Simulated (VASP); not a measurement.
# InSb3 (Pm-3m) in VASP: a series of runs

InSb3 is run at these levels: PBE; tasks: single point, relaxation of cell and atoms.

All numbers are computed with VASP 6.6.1; they aren't measurements. Logs are shortened: lines on timing, memory, paths and dates and some standing lists are left out, and cuts for length are marked.

### Step 1. The cell of the first run

The structure is cubic, space group Pm-3m (No. 221). The conventional cell has a = 4.806 Å, b = 4.806 Å, c = 4.806 Å, α = 90.00°, β = 90.00°, γ = 90.00°. Within 4.5 Å of In (site symmetry m-3m) lie 12 Sb at 3.40 Å. Within 4.5 Å of Sb (site symmetry 4/mmm) lie 4 In at 3.40 Å and 8 Sb at 3.40 Å.

### Step 2. Single point, PBE

INCAR reads:

```
SYSTEM = InSb3
PREC     = Accurate       ! precision mode
ENCUT    = 520            ! plane-wave cutoff, eV
EDIFF    = 1E-7           ! SCF threshold, eV
ISMEAR   = 0              ! smearing method
SIGMA    = 0.1            ! smearing width, eV
LREAL    = .False.        ! projectors in reciprocal space
LASPH    = .True.         ! aspherical terms in the spheres
NELM     = 100            ! most SCF steps
ALGO     = Normal         ! electronic algorithm
ISIF     = 2              ! what is computed and relaxed
LWAVE    = .False.        ! write WAVECAR
LCHARG   = .False.        ! write CHGCAR
GGA      = PE             ! functional
NBANDS   = 22             ! bands
```

KPOINTS reads:

```
regular mesh
0
Gamma
  4 4 4
  0 0 0
```

POSCAR reads:

```
InSb3
1.0
    4.8063669200      0.0000000000      0.0000000000
    0.0000000000      4.8063669200      0.0000000000
    0.0000000000      0.0000000000      4.8063669200
In Sb
1 3
Direct
    0.0000000000      0.0000000000      0.0000000000
    0.5000000000      0.0000000000      0.5000000000
    0.0000000000      0.5000000000      0.5000000000
    0.5000000000      0.5000000000      0.0000000000
```

Potentials or basis: VASP PAW PBE potentials, release 64 (In_d, Sb).

On the command line:

```console
$ cat potpaw_PBE.64/In_d/POTCAR potpaw_PBE.64/Sb/POTCAR > POTCAR
$ mpirun -np 1 vasp_std > vasp.out
```

OUTCAR:

```text
SYSTEM = InSb3
   PREC = Accurate
   ENCUT = 520
   EDIFF = 1E-7
   ISMEAR = 0
   LREAL = .False.
   LASPH = .True.
   NELM = 100
   ISIF = 2
   GGA = PE

 ion  position               nearest neighbor table
   1  0.000  0.000  0.000-   2 3.40   3 3.40   4 3.40   2 3.40   3 3.40   3 3.40   4 3.40   3 3.40
                             2 3.40   4 3.40   2 3.40   4 3.40
   2  0.500  0.000  0.500-   1 3.40   3 3.40   4 3.40   1 3.40   4 3.40   3 3.40   4 3.40   4 3.40
                             1 3.40   3 3.40   1 3.40   3 3.40
   3  0.000  0.500  0.500-   1 3.40   2 3.40   4 3.40   1 3.40   4 3.40   1 3.40   2 3.40   1 3.40
                             2 3.40   4 3.40   4 3.40   2 3.40
   4  0.500  0.500  0.000-   1 3.40   2 3.40   3 3.40   2 3.40   3 3.40   1 3.40   2 3.40   2 3.40
                             1 3.40   3 3.40   3 3.40   1 3.40

  LATTYP: Found a simple cubic cell.
 ALAT       =     4.8063669200

  Lattice vectors:

 A1 = (   4.8063669200,   0.0000000000,   0.0000000000)
 A2 = (   0.0000000000,   4.8063669200,   0.0000000000)
 A3 = (   0.0000000000,   0.0000000000,   4.8063669200)

Analysis of symmetry for initial positions (statically):
=====================================================================
 Subroutine PRICEL returns:
 Original cell was already a primitive cell.

 Routine SETGRP: Setting up the symmetry group for a
 simple cubic supercell.

 Subroutine GETGRP returns: Found 48 space group operations
 (whereof 48 operations were pure point group operations)
 out of a pool of 48 trial point group operations.

The static configuration has the point symmetry O_h .

Analysis of symmetry for dynamics (positions and initial velocities):
=====================================================================
 Subroutine PRICEL returns:
 Original cell was already a primitive cell.

 Routine SETGRP: Setting up the symmetry group for a
 simple cubic supercell.

 Subroutine GETGRP returns: Found 48 space group operations
 (whereof 48 operations were pure point group operations)
 out of a pool of 48 trial point group operations.

The dynamic configuration has the point symmetry O_h .

 Subroutine INISYM returns: Found 48 space group operations
 (whereof 48 operations are pure point group operations),
 and found     1 'primitive' translations

----------------------------------------------------------------------------------------

                                     Primitive cell

  volume of cell :     111.0327

  direct lattice vectors                    reciprocal lattice vectors
     4.806366920  0.000000000  0.000000000     0.208057357  0.000000000  0.000000000
     0.000000000  4.806366920  0.000000000     0.000000000  0.208057357  0.000000000
     0.000000000  0.000000000  4.806366920     0.000000000  0.000000000  0.208057357

  length of vectors
     4.806366920  4.806366920  4.806366920     0.208057357  0.208057357  0.208057357

  position of ions in fractional coordinates (direct lattice)
     0.000000000  0.000000000  0.000000000
     0.500000000  0.000000000  0.500000000
     0.000000000  0.500000000  0.500000000
     0.500000000  0.500000000  0.000000000

  ion indices of the primitive-cell ions
   primitive index   ion index
                 1           1
                 2           2
                 3           3
                 4           4

----------------------------------------------------------------------------------------

 KPOINTS: regular mesh

Automatic generation of k-mesh.
 Grid dimensions read from file:
 generate k-points for:    4    4    4

 Generating k-lattice:

  Cartesian coordinates                     Fractional coordinates (reciprocal lattice)
     0.052014339  0.000000000  0.000000000     0.250000000  0.000000000  0.000000000
     0.000000000  0.052014339  0.000000000     0.000000000  0.250000000  0.000000000
     0.000000000  0.000000000  0.052014339     0.000000000  0.000000000  0.250000000

  Length of vectors
     0.052014339  0.052014339  0.052014339

  Shift w.r.t. Gamma in fractional coordinates (k-lattice)
     0.000000000  0.000000000  0.000000000

 Subroutine IBZKPT returns following result:
 ===========================================

 Found     10 irreducible k-points:

 Following reciprocal coordinates:
            Coordinates               Weight
  0.000000  0.000000  0.000000      1.000000
  0.250000  0.000000  0.000000      6.000000
  0.500000  0.000000  0.000000      3.000000
  0.250000  0.250000  0.000000     12.000000
  0.500000  0.250000  0.000000     12.000000
  0.500000  0.500000  0.000000      3.000000
  0.250000  0.250000  0.250000      8.000000
  0.500000  0.250000  0.250000     12.000000
  0.500000  0.500000  0.250000      6.000000
  0.500000  0.500000  0.500000      1.000000
   k-points           NKPTS =     10   k-points in BZ     NKDIM =     10   number of bands    NBANDS=     22
   number of dos      NEDOS =    301   number of ions     NIONS =      4
   total plane-waves  NPLWV =  46656
   dimension x,y,z NGX =    36 NGY =   36 NGZ =   36
   dimension x,y,z NGXF=    72 NGYF=   72 NGZF=   72
   ions per type =               1   3
   NGX,Y,Z   is equivalent  to a cutoff of  12.45, 12.45, 12.45 a.u.
   NGXF,Y,Z  is equivalent  to a cutoff of  24.90, 24.90, 24.90 a.u.
 SYSTEM =  InSb3
   PREC   = accura    normal or accurate (medium, high low for compatibility)
   ISTART =      0    job   : 0-new  1-cont  2-samecut
   ICHARG =      2    charge: 1-file 2-atom 10-const
   ISPIN  =      1    spin polarized calculation?
   LNONCOLLINEAR =      F non collinear calculations
   LSORBIT =      F    spin-orbit coupling
   LASPH  =      T    aspherical Exc in radial PAW
   ENCUT  =  520.0 eV  38.22 Ry    6.18 a.u.   8.94  8.94  8.94*2*pi/ulx,y,z
   NELM   =    100;   NELMIN=  2; NELMDL= -5     # of ELM steps
   EDIFF  = 0.1E-06   stopping-criterion for ELM
   LREAL  =      F    real-space projection
   EDIFFG = 0.1E-05   stopping-criterion for IOM
   NSW    =      0    number of steps for IOM
   IBRION =     -1    ionic relax: 0-MD 1-quasi-New 2-CG
   NFREE  =      0    steps in history (QN), initial steepest desc. (CG)
   ISIF   =      2    stress and relaxation
   ISYM   =      2    0-nonsym 1-usesym 2-fastsym
   POTIM  = 0.5000    time-step for ionic-motion
   TEBEG  =    0.0;   TEEND  =   0.0 temperature during run
   PSTRESS=    0.0 pullay stress
   NELECT =      28.0000    total number of electrons
   NUPDOWN=      -1.0000    fix difference up-down
   EMIN   =  10.00;   EMAX   =-10.00  energy-range for DOS
   EFERMI =   0.00;   METHOD = LEGACY
   ISMEAR =     0;   SIGMA  =   0.10  broadening in eV -4-tet -1-fermi 0-gaus
   EFERMI_NEDOS =   21; number of points for ismear=-14 and -15
   IALGO  =     38    algorithm
   IMIX   =      4    mixing-type and parameters
     AMIX     =   0.40;   BMIX     =  1.00
     AMIX_MAG =   1.60;   BMIX_MAG =  1.00
  volume/ion in A,a.u.               =      27.76       187.32
  Fermi-wavevector in a.u.,A,eV,Ry     =   1.034294  1.954532 14.555018  1.069764
  Thomas-Fermi vector in A             =   2.168582
   LORBIT       =      0    0 simple, 1 ext, 2 COOP (PROOUT), +10 PAW based schemes
   GGA     = PE    functional components
   LHFCALC =     F    Hartree Fock is set to
   AEXX    =    0.0000 exact exchange contribution
   IVDW    =     0    specifies the selected vdW correction
   LEPSILON=     F    determine dielectric tensor
   LRPA    =     F    only Hartree local field effects (RPA)
 non-spin polarized calculation
 Gauss-broadening in eV      SIGMA  =   0.10
  energy-cutoff  :      520.00
  volume of cell :      111.03
 maximum number of plane-waves:      3016
 NGX is ok and might be reduce to    36
   NGX = 17   NGY = 17   NGZ = 17

 number of electron      28.0000010 magnetization

 Free energy of the ion-electron system (eV)
  ---------------------------------------------------
  ext. energy  EPLUGINS =         0.00000000
  ---------------------------------------------------
  free energy    TOTEN  =       -14.24949851 eV

  energy without entropy =      -14.23571990  energy(sigma->0) =      -14.24260920

 E-fermi :   7.6317     XC(G=0): -10.0600

 val. band max:        7.6203078906   @ k =   0.5000   0.2500   0.2500
 cond. band min:       7.9660130285   @ k =   0.2500   0.2500   0.2500
 fundamental gap:      0.3457051379
 Fermi energy:         7.6316797459

 k-point     1 :       0.0000    0.0000    0.0000
  band No.  band energies     occupation
      1      -6.7746      2.00000
      2      -6.7746      2.00000
      3      -6.7594      2.00000
      4      -6.7594      2.00000
      5      -6.7594      2.00000
      6      -4.3221      2.00000
[... 14 lines left out ...]
     21      12.7401      0.00000
     22      13.0054      0.00000

 k-point     2 :       0.2500    0.0000    0.0000
  band No.  band energies     occupation
      1      -6.7719      2.00000
      2      -6.7668      2.00000
      3      -6.7649      2.00000
      4      -6.7649      2.00000
      5      -6.7593      2.00000
      6      -3.9464      2.00000
[... 14 lines left out ...]
     21      13.1217      0.00000
     22      13.3007      0.00000

 k-point     3 :       0.5000    0.0000    0.0000
  band No.  band energies     occupation
      1      -6.7704      2.00000
      2      -6.7704      2.00000
      3      -6.7693      2.00000
      4      -6.7593      2.00000
      5      -6.7591      2.00000
      6      -3.1461      2.00000
[... 14 lines left out ...]
     21      11.8484      0.00000
     22      13.8889      0.00000
[... 126 lines left out ...]
 k-point     9 :       0.5000    0.5000    0.2500
  band No.  band energies     occupation
      1      -6.7926      2.00000
      2      -6.7800      2.00000
      3      -6.7800      2.00000
      4      -6.7522      2.00000
      5      -6.7440      2.00000
      6      -1.4601      2.00000
[... 14 lines left out ...]
     21      13.4406      0.00000
     22      15.6710      0.00000

 k-point    10 :       0.5000    0.5000    0.5000
  band No.  band energies     occupation
      1      -6.7905      2.00000
      2      -6.7905      2.00000
      3      -6.7905      2.00000
      4      -6.7431      2.00000
      5      -6.7431      2.00000
      6      -1.1347      2.00000
[... 14 lines left out ...]
     21      14.2050      0.00000
     22      16.1620      0.00000

------------------------ aborting loop because EDIFF is reached ----------------------------------------

  FORCE on cell =-STRESS in cart. coord.  units (eV):
  Direction    XX          YY          ZZ          XY          YZ          ZX
  --------------------------------------------------------------------------------------
  -------------------------------------------------------------------------------------
  Total        0.2661914      0.2661914      0.2661914      0.0000000     -0.0000000     -0.0000000
  in kB        3.8410841      3.8410841      3.8410841      0.0000000     -0.0000000     -0.0000000
  external PRESSURE =       3.8410841 kB  Pullay stress =       0.0000000 kB

 VOLUME and BASIS-vectors are now :
 -----------------------------------------------------------------------------
  energy-cutoff  :      520.00
  volume of cell :      111.03
      direct lattice vectors                 reciprocal lattice vectors
     4.806366920  0.000000000  0.000000000     0.208057357  0.000000000  0.000000000
     0.000000000  4.806366920  0.000000000     0.000000000  0.208057357  0.000000000
     0.000000000  0.000000000  4.806366920     0.000000000  0.000000000  0.208057357

 POSITION                                       TOTAL-FORCE (eV/Angst)
 -----------------------------------------------------------------------------------
      0.00000      0.00000      0.00000         0.000000      0.000000      0.000000
      2.40318      0.00000      2.40318         0.000000      0.000000      0.000000
      0.00000      2.40318      2.40318         0.000000      0.000000      0.000000
      2.40318      2.40318      0.00000         0.000000      0.000000      0.000000
 -----------------------------------------------------------------------------------
    total drift:                               -0.000000     -0.000000     -0.000000

  FREE ENERGIE OF THE ION-ELECTRON SYSTEM (eV)
  ---------------------------------------------------
  free  energy   TOTEN  =       -14.2494985078 eV

  energy  without entropy=      -14.2357198992  energy(sigma->0) =      -14.24260920
```

Run time: 9.9 s. Hardware: 1 thread of Intel Xeon 6975P-C (Granite Rapids), shared host; peak memory 0.21 GiB.

Results:

```yaml
Free_energy: -14.2495 eV
Pressure: 0.4 GPa
Band_gap_on_the_k_mesh: zero (bands 14 and 15 overlap by 4.59 eV)
```

Levels at points of the mesh, in eV from the Fermi level:
```tsv
k point	band 12	band 13	band 14	band 15	band 16	band 17
(0.00, 0.00, 0.00)	-3.40	0.67	0.67	0.67	1.93	1.93
(0.50, 0.00, 0.00)	-1.88	-1.88	-0.88	-0.65	2.20	2.38
(0.50, 0.50, 0.00)	-1.41	-1.15	-0.89	-0.89	-0.26	1.25
(0.50, 0.50, 0.50)	-4.75	-4.61	3.70	3.70	3.80	3.80
```

Caveat: spin-orbit coupling is left out, which moves the levels of the heavy elements.

### Step 3. Single point, PBE

This run uses another cell than the first one, of 27.89 Å³/atom.

INCAR reads:

```
PREC = Accurate
ENCUT = 520
EDIFF = 1E-7
ISMEAR = 0
SIGMA = 0.1
LREAL = F
LASPH = T
NELM = 60
ALGO = Normal
ISIF = 2
LWAVE = F
LCHARG = F
GGA = PE
NBANDS = 22
```

KPOINTS reads:

```
regular mesh
0
Gamma
  10 10 10
```

POSCAR reads:

```
InSb3
1.0
    4.8138367939      0.0000000000      0.0000000000
    0.0000000000      4.8138367939      0.0000000000
    0.0000000000      0.0000000000      4.8138367939
In Sb
1 3
Direct
    0.0000000000      0.0000000000      0.0000000000
    0.5000000000      0.0000000000      0.5000000000
    0.0000000000      0.5000000000      0.5000000000
    0.5000000000      0.5000000000      0.0000000000
```

Potentials or basis: VASP PAW PBE potentials, release 64 (In_d, Sb).

On the command line:

```console
$ cat potpaw_PBE.64/In_d/POTCAR potpaw_PBE.64/Sb/POTCAR > POTCAR
$ mpirun -np 1 vasp_std > vasp.out
```

Wall time 37 s (1 thread of Intel Xeon 6975P-C (Granite Rapids), shared host); peak memory 0.28 GiB.

The run converged. Its results:

- Free energy: -14.2567 eV
- Pressure: -0.1 GPa
- Band gap on the k mesh: zero (bands 14 and 15 overlap by 4.56 eV)

Levels at points of the mesh, in eV from the Fermi level:
```tsv
k point	band 10	band 11	band 12	band 13	band 14	band 15	band 16	band 17	band 18	band 19
(0.00, 0.00, 0.00)	-4.19	-4.19	-3.49	0.52	0.52	0.52	1.80	1.80	1.80	4.79
(0.50, 0.00, 0.00)	-2.82	-2.82	-2.00	-2.00	-1.02	-0.77	2.05	2.22	2.22	2.49
(0.50, 0.50, 0.00)	-2.41	-1.55	-1.55	-1.28	-1.02	-1.02	-0.38	1.15	3.31	3.52
(0.50, 0.50, 0.50)	-4.86	-4.86	-4.86	-4.68	3.54	3.54	3.62	3.62	3.62	6.44
```

Caveat: spin-orbit coupling is left out, which moves the levels of the heavy elements.

(Continued in part 2 of 2.)
